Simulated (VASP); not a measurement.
Runs of VASP 6.6.1 on OC. The cell holds a molecule in a box, 2 atoms: a = 12.000 Å, b = 12.500 Å, c = 13.000 Å, α = 90.00°, β = 90.00°, γ = 90.00°. 

```tsv
level	potentials or basis	gap on the mesh (eV)	largest force (eV/Å)
LDA	VASP PAW LDA potentials, release 64 (O, C)	(a)	0.02
RPBE	VASP PAW PBE potentials, release 64 (O, C)	7.03	1.48
PBE+D3(BJ)	VASP PAW PBE potentials, release 64 (O, C)	6.97	0.94
PBE	VASP PAW PBE potentials, release 64 (O, C)	6.97	0.94
```

Alike in all rows: task single point; no spin polarisation; cell as given; k mesh 1 × 1 × 1; cutoff (eV) 520; smearing gaussian 0.01 eV.

Q: Fill in the values left out.

A: (a) 6.79.

Caveats: the PAW data sets were made with another functional, which shifts forces and pressure a little (at least some runs).

